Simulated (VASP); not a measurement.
CuO:

```
Cu O
1.0
     0.00000    2.11656    2.11656
     2.11656    0.00000    2.11656
     2.11656    2.11656    0.00000
Cu O
1 1
Cartesian
  1.9814 1.9843 0.1219
  2.2518 2.2488 1.9946
```

* Program: VASP 6.6.1
* Task: relaxation of cell and atoms
* Functional: LDA
* Potentials or basis: VASP PAW LDA potentials, release 64 (Cu, O)
* Cutoff: 600 eV
* k mesh: 11 × 11 × 11
* Occupations: fermi-dirac, width 0.05 eV
* Spin: no spin polarisation

At the start: pressure 2.3 GPa; volume 9.48 Å³/atom.

Problem. Where does the relaxation end?

Solution. Over 25 steps the energy falls by 203.3 meV/atom and the volume is 8.78 Å³/atom (-7.4 %); space group R3m (No. 160, to 0.1 Å) before, Fm-3m (No. 225, to 0.1 Å).

Step by step:
| step | energy change (eV) | largest force (eV/Å) | pressure (GPa) | volume (Å³) |
| --- | --- | --- | --- | --- |
| 1 | 0.0000 | 0.6889 | 2.26 | 18.96 |
| 2 | -0.0546 | 0.7942 | -5.95 | 19.33 |
| 3 | -0.0941 | 0.7857 | -16.73 | 19.97 |
| 4 | -0.1071 | 0.7752 | -17.09 | 19.94 |
| 5 | -0.1425 | 0.7039 | -18.07 | 19.85 |
| 6 | -0.1923 | 0.4761 | -18.83 | 19.65 |
| 7 | -0.1891 | 0.2998 | -16.18 | 19.23 |
| 8 | -0.2076 | 0.2812 | -18.26 | 19.46 |
| 9 | -0.2604 | 0.2822 | -14.78 | 19.00 |
| 10 | -0.3394 | 0.2742 | -3.24 | 17.84 |
| 11 | -0.3440 | 0.2773 | 1.63 | 17.46 |
| 12 | -0.3441 | 0.2763 | 0.96 | 17.51 |
| 13 | -0.3519 | 0.2307 | 0.83 | 17.52 |
| 14 | -0.3711 | 0.1368 | 0.59 | 17.53 |
| 15 | -0.3918 | 0.2692 | 0.61 | 17.54 |
| 16 | -0.3937 | 0.3632 | 0.80 | 17.53 |
| 17 | -0.4027 | 0.1831 | -0.68 | 17.63 |
| 18 | -0.4047 | 0.0993 | -1.64 | 17.70 |
| 19 | -0.4060 | 0.0441 | 0.81 | 17.50 |
| 20 | -0.4060 | 0.0514 | 0.41 | 17.53 |
| 21 | -0.4063 | 0.0153 | 0.12 | 17.55 |
| 22 | -0.4064 | 0.0148 | -0.03 | 17.57 |
| 23 | -0.4064 | 0.0084 | -0.02 | 17.56 |
| 24 | -0.4065 | 0.0122 | 0.02 | 17.56 |
| 25 | -0.4065 | 0.0030 | -0.03 | 17.57 |

Final structure:
```
CELL_PARAMETERS angstrom
0.00046 2.06299 2.06289
2.06498 0.00145 2.06217
2.06362 2.06357 -0.00088
ATOMIC_POSITIONS crystal
Cu 0.99993 0.99997 0.00002
O 0.50007 0.50003 0.49998
```

Caveat: an odd number of electrons without spin polarisation forces a metal; a magnetic or distorted state may lie lower.
